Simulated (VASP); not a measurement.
Wanted: the native input for a VASP 6.6.1 run.

```yaml
Task: single point
Functional: PBE
Potentials_or_basis: VASP PAW PBE potentials, release 64 (Si, Ru_pv, Ir)
Cutoff: 520 eV
k_mesh: 4 × 4 × 4
Occupations: gaussian, width 0.1 eV
Spin: no spin polarisation
Dipole_correction: no
Further_INCAR_settings: ALGO = Normal; EDIFF = 1e-07; NBANDS = 26
```

The structure of Si3IrRu lies in POSCAR:

```
Si3IrRu
1.0
    4.5504172808      0.0000000000      0.0000000000
    0.0000000000      4.5504172808      0.0000000000
    0.0000000000      0.0000000000      4.5504172808
Si Ru Ir
3 1 1
Direct
    0.5000000000      0.0000000000      0.0000000000
    0.0000000000      0.5000000000      0.0000000000
    0.0000000000      0.0000000000      0.5000000000
    0.5000000000      0.5000000000      0.5000000000
    0.0000000000      0.0000000000      0.0000000000
```

The input as run:

INCAR

```
SYSTEM = Si3IrRu
PREC = Accurate
ENCUT = 520
EDIFF = 1E-7
ISMEAR = 0
SIGMA = 0.1
LREAL = .False.
LASPH = .True.
NELM = 100
ALGO = Normal
ISIF = 2
LWAVE = .False.
LCHARG = .True.
GGA = PE
LELF = .True.
LVHAR = .True.
NBANDS = 26
```

KPOINTS

```
Automatic mesh
0
Gamma
  4 4 4
  0 0 0
```

Potentials or basis: VASP PAW PBE potentials, release 64 (Si, Ru_pv, Ir).

Run with:

```console
$ cat potpaw_PBE.64/Si/POTCAR potpaw_PBE.64/Ru_pv/POTCAR potpaw_PBE.64/Ir/POTCAR > POTCAR
$ mpirun -np 1 vasp_std > vasp.out
```

Results of the run:

```
Pressure : 0.4 GPa
```

Run time: 22 s on 1 thread of Intel(R) Xeon(R) 6975P-C (Granite Rapids), with other jobs on the host, peak memory 0.21 GiB.
